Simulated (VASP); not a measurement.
Write the native input for VASP 6.6.1 that does the following.

| Item | Value |
| --- | --- |
| Task | single point |
| Functional | LDA |
| Potentials or basis | VASP PAW LDA potentials, release 64 (Al, Au) |
| Cutoff | 520 eV |
| k mesh | 16 × 16 × 16 |
| Occupations | gaussian, width 0.15 eV |
| Spin | no spin polarisation |
| Dipole correction | no |
| Further INCAR settings | ALGO = Fast; EDIFF = 1e-06; NBANDS = 20 |

The structure of AlAu2 lies in POSCAR:

```
AlAu2
1.0
   -1.6523234788      1.6523234788      4.3287266251
    1.6523234788     -1.6523234788      4.3287266251
    1.6523234788      1.6523234788     -4.3287266251
Al Au
1 2
Direct
    0.0000000000      0.0000000000      0.0000000000
    0.6454920683      0.6454920683      0.0000000000
    0.3545079317      0.3545079317      0.0000000000
```

This cell differs from its parent crystal: c/a of the conventional cell at fixed volume 2.6198.

The input as run:

INCAR

```
SYSTEM = AlAu2
  PREC = Accurate
  ENCUT = 520
  EDIFF = 1E-6
  ISMEAR = 0
  SIGMA = 0.15
  LREAL = .False.
  LASPH = .True.
  NELM = 100
  ALGO = Fast
  ISIF = 2
  LWAVE = .False.
  LCHARG = .True.
  LELF = .True.
  LVHAR = .True.
  NBANDS = 20
```

KPOINTS

```
regular mesh
0
Gamma
  16 16 16
  0 0 0
```

Potentials or basis: VASP PAW LDA potentials, release 64 (Al, Au).

Launch:

```bash
$ cat potpaw_LDA.64/Al/POTCAR potpaw_LDA.64/Au/POTCAR > POTCAR
$ mpirun -np 1 vasp_std > vasp.out
```

Results of the run:

| Item | Value |
| --- | --- |
| Pressure | 4.3 GPa |
| Largest force | 2.526 eV/Å |

Caveat: forces of over 1 eV/Å act on the atoms, so gaps and moduli don't describe the material at rest.

Run time: 5.7 min on 1 thread of Intel(R) Xeon(R) 6975P-C (Granite Rapids), with other jobs on the host, peak memory 0.42 GiB.
